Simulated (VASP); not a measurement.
# Ti (Fm-3m) in VASP: further runs

Ti is run at these levels: PBE; tasks: electric field gradients.

All numbers are computed with VASP 6.6.1; they aren't measurements. Logs are shortened: lines on timing, memory, paths and dates and some standing lists are left out, and cuts for length are marked.

**1. The cell of the first run**

It takes space group Fm-3m (No. 225, cubic). Conventional cell: a = 4.019 Å, b = 4.019 Å, c = 4.019 Å, α = 90.00°, β = 90.00°, γ = 90.00°. Ti (site symmetry m-3m) has 12 Ti at 2.84 Å within 3.7 Å.

**2. Electric field gradients, PBE (volume scaled by 0.97)**

The input, INCAR:

```
SYSTEM = Ti
  PREC = Accurate
  ENCUT = 520
  EDIFF = 1E-8
  ISMEAR = -1
  SIGMA = 0.05
  LREAL = .False.
  LASPH = .True.
  NELM = 60
  ALGO = Normal
  ISIF = 2
  LWAVE = .False.
  LCHARG = .False.
  GGA = PE
  LEFG = .True.
  NBANDS = 12
```

The input, KPOINTS:

```
regular mesh
0
Gamma
  15 15 15
  0 0 0
```

The input, POSCAR:

```
Ti
1.0
    0.0000000000      2.0094935475      2.0094935475
    2.0094935475      0.0000000000      2.0094935475
    2.0094935475      2.0094935475      0.0000000000
Ti
1
Direct
    0.0000000000      0.0000000000      0.0000000000
```

Potentials or basis: VASP PAW PBE potentials, release 64 (Ti_sv).

Started as:

```sh
$ cat potpaw_PBE.64/Ti_sv/POTCAR > POTCAR
$ mpirun -np 1 vasp_std > vasp.out
```

OUTCAR:

```text
SYSTEM = Ti
   PREC = Accurate
   ENCUT = 520
   EDIFF = 1E-8
   ISMEAR = -1
   LREAL = .False.
   LASPH = .True.
   NELM = 60
   ISIF = 2
   GGA = PE

 ion  position               nearest neighbor table
   1  0.000  0.000  0.000-

  LATTYP: Found a face centered cubic cell.
 ALAT       =     4.0189870950

  Lattice vectors:

 A1 = (   0.0000000000,   2.0094935475,   2.0094935475)
 A2 = (   2.0094935475,   0.0000000000,   2.0094935475)
 A3 = (   2.0094935475,   2.0094935475,   0.0000000000)

Analysis of symmetry for initial positions (statically):
=====================================================================
 Subroutine PRICEL returns:
 Original cell was already a primitive cell.

 Routine SETGRP: Setting up the symmetry group for a
 face centered cubic supercell.

 Subroutine GETGRP returns: Found 48 space group operations
 (whereof 48 operations were pure point group operations)
 out of a pool of 48 trial point group operations.

The static configuration has the point symmetry O_h .

Analysis of symmetry for dynamics (positions and initial velocities):
=====================================================================
 Subroutine PRICEL returns:
 Original cell was already a primitive cell.

 Routine SETGRP: Setting up the symmetry group for a
 face centered cubic supercell.

 Subroutine GETGRP returns: Found 48 space group operations
 (whereof 48 operations were pure point group operations)
 out of a pool of 48 trial point group operations.

The dynamic configuration has the point symmetry O_h .

 Subroutine INISYM returns: Found 48 space group operations
 (whereof 48 operations are pure point group operations),
 and found     1 'primitive' translations

----------------------------------------------------------------------------------------

                                     Primitive cell

  volume of cell :      16.2289

  direct lattice vectors                    reciprocal lattice vectors
     0.000000000  2.009493547  2.009493547    -0.248818913  0.248818913  0.248818913
     2.009493547  0.000000000  2.009493547     0.248818913 -0.248818913  0.248818913
     2.009493547  2.009493547  0.000000000     0.248818913  0.248818913 -0.248818913

  length of vectors
     2.841853028  2.841853028  2.841853028     0.430966999  0.430966999  0.430966999

  position of ions in fractional coordinates (direct lattice)
     0.000000000  0.000000000  0.000000000

  ion indices of the primitive-cell ions
   primitive index   ion index
                 1           1

----------------------------------------------------------------------------------------

 KPOINTS: regular mesh

Automatic generation of k-mesh.
 Grid dimensions read from file:
 generate k-points for:   15   15   15

 Generating k-lattice:

  Cartesian coordinates                     Fractional coordinates (reciprocal lattice)
    -0.016587928  0.016587928  0.016587928     0.066666667  0.000000000  0.000000000
     0.016587928 -0.016587928  0.016587928     0.000000000  0.066666667  0.000000000
     0.016587928  0.016587928 -0.016587928     0.000000000  0.000000000  0.066666667

  Length of vectors
     0.028731133  0.028731133  0.028731133

  Shift w.r.t. Gamma in fractional coordinates (k-lattice)
     0.000000000  0.000000000  0.000000000

 Subroutine IBZKPT returns following result:
 ===========================================

 Found    120 irreducible k-points:

 Following reciprocal coordinates:
            Coordinates               Weight
  0.000000  0.000000  0.000000      1.000000
  0.066667  0.000000  0.000000      8.000000
  0.133333  0.000000  0.000000      8.000000
  0.200000  0.000000  0.000000      8.000000
  0.266667  0.000000  0.000000      8.000000
  0.333333  0.000000  0.000000      8.000000
[... 16 lines left out ...]
  0.133333  0.133333  0.000000      6.000000
  0.200000  0.133333  0.000000     24.000000
 [... further k-points ...]
   k-points           NKPTS =    120   k-points in BZ     NKDIM =    120   number of bands    NBANDS=     12
   number of dos      NEDOS =    301   number of ions     NIONS =      1
   total plane-waves  NPLWV =  13824
   dimension x,y,z NGX =    24 NGY =   24 NGZ =   24
   dimension x,y,z NGXF=    48 NGYF=   48 NGZF=   48
   ions per type =               1
   NGX,Y,Z   is equivalent  to a cutoff of  14.04, 14.04, 14.04 a.u.
   NGXF,Y,Z  is equivalent  to a cutoff of  28.08, 28.08, 28.08 a.u.
 SYSTEM =  Ti
   PREC   = accura    normal or accurate (medium, high low for compatibility)
   ISTART =      0    job   : 0-new  1-cont  2-samecut
   ICHARG =      2    charge: 1-file 2-atom 10-const
   ISPIN  =      1    spin polarized calculation?
   LNONCOLLINEAR =      F non collinear calculations
   LSORBIT =      F    spin-orbit coupling
   LASPH  =      T    aspherical Exc in radial PAW
   ENCUT  =  520.0 eV  38.22 Ry    6.18 a.u.   5.28  5.28  5.28*2*pi/ulx,y,z
   NELM   =     60;   NELMIN=  2; NELMDL= -5     # of ELM steps
   EDIFF  = 0.1E-07   stopping-criterion for ELM
   LREAL  =      F    real-space projection
   EDIFFG = 0.1E-06   stopping-criterion for IOM
   NSW    =      0    number of steps for IOM
   IBRION =     -1    ionic relax: 0-MD 1-quasi-New 2-CG
   NFREE  =      0    steps in history (QN), initial steepest desc. (CG)
   ISIF   =      2    stress and relaxation
   ISYM   =      2    0-nonsym 1-usesym 2-fastsym
   POTIM  = 0.5000    time-step for ionic-motion
   TEBEG  =    0.0;   TEEND  =   0.0 temperature during run
   PSTRESS=    0.0 pullay stress
   NELECT =      12.0000    total number of electrons
   NUPDOWN=      -1.0000    fix difference up-down
   EMIN   =  10.00;   EMAX   =-10.00  energy-range for DOS
   EFERMI =   0.00;   METHOD = LEGACY
   ISMEAR =    -1;   SIGMA  =   0.05  broadening in eV -4-tet -1-fermi 0-gaus
   EFERMI_NEDOS =   21; number of points for ismear=-14 and -15
   IALGO  =     38    algorithm
   IMIX   =      4    mixing-type and parameters
     AMIX     =   0.40;   BMIX     =  1.00
     AMIX_MAG =   1.60;   BMIX_MAG =  1.00
  volume/ion in A,a.u.               =      16.23       109.52
  Fermi-wavevector in a.u.,A,eV,Ry     =   1.480376  2.797505 29.817336  2.191512
  Thomas-Fermi vector in A             =   2.594418
   LORBIT       =      0    0 simple, 1 ext, 2 COOP (PROOUT), +10 PAW based schemes
   GGA     = PE    functional components
   LHFCALC =     F    Hartree Fock is set to
   AEXX    =    0.0000 exact exchange contribution
   IVDW    =     0    specifies the selected vdW correction
   LEPSILON=     F    determine dielectric tensor
   LRPA    =     F    only Hartree local field effects (RPA)
 non-spin polarized calculation
  energy-cutoff  :      520.00
  volume of cell :       16.23
 maximum number of plane-waves:       449
 NGX is ok and might be reduce to    24
   NGX = 11   NGY = 11   NGZ = 11

 number of electron      12.0000000 magnetization

 Free energy of the ion-electron system (eV)
  ---------------------------------------------------
  ext. energy  EPLUGINS =         0.00000000
  ---------------------------------------------------
  free energy    TOTEN  =        -7.75810153 eV

  energy without entropy =       -7.74466462  energy(sigma->0) =       -7.75138307

 E-fermi :   8.9659     XC(G=0): -11.8222

 val. band max:        8.9635421687   @ k =  -0.3333   0.0667   0.0000
 cond. band min:       8.9690465839   @ k =   0.2667   0.1333   0.0667
 fundamental gap:      0.0055044152
 Fermi energy:         8.9658842819

 k-point     1 :       0.0000    0.0000    0.0000
  band No.  band energies     occupation
      1     -47.6406      2.00000
      2     -23.4126      2.00000
      3     -23.4126      2.00000
      4     -23.4126      2.00000
      5       2.7088      2.00000
      6       9.8740      0.00000
      7       9.8740      0.00000
      8       9.8740      0.00000
      9      11.6624      0.00000
     10      11.6624      0.00000
     11      24.5853      0.00000
     12      29.3998      0.00000

 k-point     2 :       0.0667    0.0000    0.0000
  band No.  band energies     occupation
      1     -47.6338      2.00000
      2     -23.4502      2.00000
      3     -23.4173      2.00000
      4     -23.4173      2.00000
      5       2.8623      2.00000
      6       9.7765      0.00000
      7       9.9305      0.00000
      8       9.9305      0.00000
      9      11.6248      0.00000
     10      11.6248      0.00000
     11      24.7304      0.00000
     12      28.2622      0.00000
[... 316 lines left out ...]
 k-point    24 :       0.2000    0.1333    0.0000
  band No.  band energies     occupation
      1     -47.5844      2.00000
      2     -23.6508      2.00000
      3     -23.4857      2.00000
      4     -23.4791      2.00000
      5       3.9994      2.00000
      6       9.0125      0.56459
      7      10.3513      0.00000
      8      10.4258      0.00000
      9      10.9500      0.00000
     10      11.9345      0.00000
     11      25.3073      0.00000
     12      25.9758      0.00000

 [... further k-points ...]
[... 5 lines left out ...]
  --------------------------------------------------------------------------------------
  -------------------------------------------------------------------------------------
  Total        0.8132627      0.8132627      0.8132627      0.0000000     -0.0000000      0.0000000
  in kB       80.2881792     80.2881792     80.2881792      0.0000000     -0.0000000      0.0000000
  external PRESSURE =      80.2881792 kB  Pullay stress =       0.0000000 kB

 VOLUME and BASIS-vectors are now :
 -----------------------------------------------------------------------------
  energy-cutoff  :      520.00
  volume of cell :       16.23
      direct lattice vectors                 reciprocal lattice vectors
     0.000000000  2.009493547  2.009493547    -0.248818913  0.248818913  0.248818913
     2.009493547  0.000000000  2.009493547     0.248818913 -0.248818913  0.248818913
     2.009493547  2.009493547  0.000000000     0.248818913  0.248818913 -0.248818913

 POSITION                                       TOTAL-FORCE (eV/Angst)
 -----------------------------------------------------------------------------------
      0.00000      0.00000      0.00000         0.000000      0.000000      0.000000
 -----------------------------------------------------------------------------------
    total drift:                               -0.000000      0.000000      0.000000

  FREE ENERGIE OF THE ION-ELECTRON SYSTEM (eV)
  ---------------------------------------------------
  free  energy   TOTEN  =        -7.7581015278 eV

  energy  without entropy=       -7.7446646188  energy(sigma->0) =       -7.75138307

 Electric field gradients (V/A^2)
---------------------------------------------------------------------
 ion       V_xx      V_yy      V_zz      V_xy      V_xz      V_yz
---------------------------------------------------------------------
   1      -0.000    -0.000    -0.000    -0.001    -0.001    -0.001
---------------------------------------------------------------------

 Electric field gradients after diagonalization (V/A^2)
 (convention: |V_zz| > |V_xx| > |V_yy|)
----------------------------------------------------------------------
 ion       V_xx      V_yy      V_zz     asymmetry (V_yy - V_xx)/ V_zz
----------------------------------------------------------------------
   1       0.001     0.001    -0.002       0.000
----------------------------------------------------------------------

           NMR quadrupolar parameters

 Cq : quadrupolar parameter    Cq=e*Q*V_zz/h
 eta: asymmetry parameters     (V_yy - V_xx)/ V_zz
 Q  : nuclear electric quadrupole moment in mb (millibarn)
----------------------------------------------------------------------
 ion       Cq(MHz)       eta       Q (mb)
----------------------------------------------------------------------
   1      -0.000       0.000       1.000
----------------------------------------------------------------------
```

It took 12 s on 1 thread of Intel Xeon Platinum 8488C (Sapphire Rapids), shared host; peak memory 0.15 GiB.

What came out:

```
Free energy            : -7.7581 eV
Pressure               : 8.0 GPa
Band gap on the k mesh : zero (band 6 reaches 9.87 eV, above the bottom of band 7 at 8.65 eV)
```

Levels at points of the mesh, in eV from the Fermi level:
| k point | band 2 | band 3 | band 4 | band 5 | band 6 | band 7 | band 8 | band 9 | band 10 | band 11 |
| --- | --- | --- | --- | --- | --- | --- | --- | --- | --- | --- |
| (0.00, 0.00, 0.00) | -32.38 | -32.38 | -32.38 | -6.26 | 0.91 | 0.91 | 0.91 | 2.70 | 2.70 | 15.62 |

Caveat: without QUAD_EFG the Cq values of the log hold for a quadrupole moment of 1 mb, not for the nuclei.

**3. Electric field gradients, PBE (volume scaled by 0.98)**

The input, INCAR:

```
PREC     = Accurate       # precision mode
ENCUT    = 520            # plane-wave cutoff, eV
EDIFF    = 1E-8           # SCF threshold, eV
ISMEAR   = -1             # smearing method
SIGMA    = 0.05           # smearing width, eV
LREAL    = F              # projectors in reciprocal space
LASPH    = T              # aspherical terms in the spheres
NELM     = 100            # most SCF steps
ALGO     = Normal         # electronic algorithm
ISIF     = 2              # what is computed and relaxed
LWAVE    = F              # write WAVECAR
LCHARG   = F              # write CHGCAR
GGA      = PE             # functional
LEFG     = T            
NBANDS   = 12             # bands
```

The input, KPOINTS:

```
regular mesh
0
Gamma
  15 15 15
```

The input, POSCAR:

```
Ti
1.0
    0.0000000000      2.0163754284      2.0163754284
    2.0163754284      0.0000000000      2.0163754284
    2.0163754284      2.0163754284      0.0000000000
Ti
1
Direct
    0.0000000000      0.0000000000      0.0000000000
```

Potentials or basis: VASP PAW PBE potentials, release 64 (Ti_sv).

Started as:

```sh
$ cat potpaw_PBE.64/Ti_sv/POTCAR > POTCAR
$ mpirun -np 1 vasp_std > vasp.out
```

OUTCAR:

```text
PREC = Accurate
   ENCUT = 520
   EDIFF = 1E-8
   ISMEAR = -1
   LREAL = F
   LASPH = T
   NELM = 100
   ISIF = 2
   GGA = PE

 ion  position               nearest neighbor table
   1  0.000  0.000  0.000-

  LATTYP: Found a face centered cubic cell.
 ALAT       =     4.0327508568

  Lattice vectors:

 A1 = (   0.0000000000,   2.0163754284,   2.0163754284)
 A2 = (   2.0163754284,   0.0000000000,   2.0163754284)
 A3 = (   2.0163754284,   2.0163754284,   0.0000000000)

Analysis of symmetry for initial positions (statically):
=====================================================================
 Subroutine PRICEL returns:
 Original cell was already a primitive cell.

 Routine SETGRP: Setting up the symmetry group for a
 face centered cubic supercell.

 Subroutine GETGRP returns: Found 48 space group operations
[... 540 lines left out ...]
  external PRESSURE =      66.8327130 kB  Pullay stress =       0.0000000 kB

 VOLUME and BASIS-vectors are now :
 -----------------------------------------------------------------------------
  energy-cutoff  :      520.00
  volume of cell :       16.40
      direct lattice vectors                 reciprocal lattice vectors
     0.000000000  2.016375428  2.016375428    -0.247969695  0.247969695  0.247969695
     2.016375428  0.000000000  2.016375428     0.247969695 -0.247969695  0.247969695
     2.016375428  2.016375428  0.000000000     0.247969695  0.247969695 -0.247969695

 POSITION                                       TOTAL-FORCE (eV/Angst)
 -----------------------------------------------------------------------------------
      0.00000      0.00000      0.00000        -0.000000      0.000000      0.000000
 -----------------------------------------------------------------------------------
    total drift:                                0.000000      0.000000      0.000000

  FREE ENERGIE OF THE ION-ELECTRON SYSTEM (eV)
  ---------------------------------------------------
  free  energy   TOTEN  =        -7.7658481985 eV

  energy  without entropy=       -7.7523439595  energy(sigma->0) =       -7.75909608

 Electric field gradients (V/A^2)
---------------------------------------------------------------------
 ion       V_xx      V_yy      V_zz      V_xy      V_xz      V_yz
---------------------------------------------------------------------
   1      -0.000     0.000     0.000    -0.001    -0.001    -0.001
---------------------------------------------------------------------

 Electric field gradients after diagonalization (V/A^2)
 (convention: |V_zz| > |V_xx| > |V_yy|)
----------------------------------------------------------------------
 ion       V_xx      V_yy      V_zz     asymmetry (V_yy - V_xx)/ V_zz
----------------------------------------------------------------------
   1       0.001     0.001    -0.001       0.000
----------------------------------------------------------------------

           NMR quadrupolar parameters

 Cq : quadrupolar parameter    Cq=e*Q*V_zz/h
 eta: asymmetry parameters     (V_yy - V_xx)/ V_zz
 Q  : nuclear electric quadrupole moment in mb (millibarn)
----------------------------------------------------------------------
 ion       Cq(MHz)       eta       Q (mb)
----------------------------------------------------------------------
   1      -0.000       0.000       1.000
----------------------------------------------------------------------
```

OSZICAR:

```text
N       E                     dE             d eps       ncg     rms          rms(c)
DAV:   1     0.870009443424E+02    0.87001E+02   -0.65473E+03  2880   0.122E+03
DAV:   2    -0.444596784400E+01   -0.91447E+02   -0.88902E+02  2932   0.295E+02
DAV:   3    -0.859130700014E+01   -0.41453E+01   -0.41001E+01  3972   0.647E+01
DAV:   4    -0.868595995624E+01   -0.94653E-01   -0.94587E-01  3216   0.848E+00
DAV:   5    -0.868839138856E+01   -0.24314E-02   -0.24313E-02  3508   0.119E+00    0.880E+00
DAV:   6    -0.776513825852E+01    0.92325E+00   -0.18792E+00  3148   0.208E+01    0.240E+00
DAV:   7    -0.775360591828E+01    0.11532E-01   -0.10580E-01  3484   0.392E+00    0.134E+00
DAV:   8    -0.776551112539E+01   -0.11905E-01   -0.41394E-02  3012   0.247E+00    0.153E-01
DAV:   9    -0.776580296729E+01   -0.29184E-03   -0.42084E-03  3492   0.708E-01    0.944E-02
DAV:  10    -0.776587443753E+01   -0.71470E-04   -0.27305E-04  3116   0.189E-01    0.234E-02
DAV:  11    -0.776584839757E+01    0.26040E-04   -0.23860E-05  3440   0.609E-02    0.103E-02
DAV:  12    -0.776584792176E+01    0.47581E-06   -0.17045E-06  3156   0.169E-02    0.128E-03
DAV:  13    -0.776584829151E+01   -0.36975E-06   -0.30578E-07  3408   0.450E-03    0.158E-03
DAV:  14    -0.776584821154E+01    0.79969E-07   -0.33563E-08  2984   0.222E-03    0.595E-04
DAV:  15    -0.776584819942E+01    0.12123E-07   -0.86402E-09  2428   0.118E-03    0.219E-05
DAV:  16    -0.776584819846E+01    0.95611E-09   -0.46287E-10  1552   0.242E-04
   1 F= -.77658482E+01 E0= -.77590961E+01  d E =-.135042E-01
```

stdout:

```text
POSCAR found type information on POSCAR Ti
 POSCAR found :  1 types and       1 ions
 scaLAPACK will be used
 LDA part: xc-table for (Slater+PW92), standard interpolation
 POSCAR, INCAR and KPOINTS ok, starting setup
 FFT: planning ... GRIDC
 FFT: planning ... GRID_SOFT
 FFT: planning ... GRID
 WAVECAR not read
 entering main loop
ion   1
```

It took 13 s on 1 thread of Intel Xeon Platinum 8488C (Sapphire Rapids), shared host; peak memory 0.15 GiB.

What came out:

* Free energy: -7.7658 eV
* Pressure: 6.7 GPa
* Band gap on the k mesh: zero (band 6 reaches 9.75 eV, above the bottom of band 7 at 8.55 eV)

Caveat: without QUAD_EFG the Cq values of the log hold for a quadrupole moment of 1 mb, not for the nuclei.
